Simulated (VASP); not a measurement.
The system is Ge.

```
Ge
1.0
    -1.60842    1.60842    1.87318
     1.60842   -1.60842    1.87318
     1.60842    1.60842   -1.87318
Ge
1
Direct
  0.50000 0.50000 0.00000
```

Base run:

```yaml
Program: VASP 6.6.1
Functional: BLYP
Potentials_or_basis: VASP PAW PBE potentials, release 64 (Ge_d)
Cutoff: 520 eV
k_mesh: 12 × 12 × 12
Occupations: fermi-dirac, width 0.05 eV
Spin: no spin polarisation
```

Its results: band gap on the k mesh zero (bands 7 and 8 overlap by 10.95 eV); pressure 7.1 GPa.

Problem. After a change of settings the same cell gave: band gap on the k mesh zero (bands 7 and 8 overlap by 11.38 eV); pressure 2.1 GPa. Which change was it?
A. functional from BLYP to r2SCAN; further incar settings from ALGO = Normal; EDIFF = 1e-06; NBANDS = 13 to ALGO = Normal; EDIFF = 1e-07; NBANDS = 13
B. functional from BLYP to HF; k mesh from 12 × 12 × 12 to 6 × 6 × 6
C. functional from BLYP to B3LYP; k mesh from 12 × 12 × 12 to 6 × 6 × 6
D. functional from BLYP to RPBE

Solution. D.

Caveats: the PAW data sets were made with another functional, which shifts forces and pressure a little; the cell stands under pressure (at least some runs).
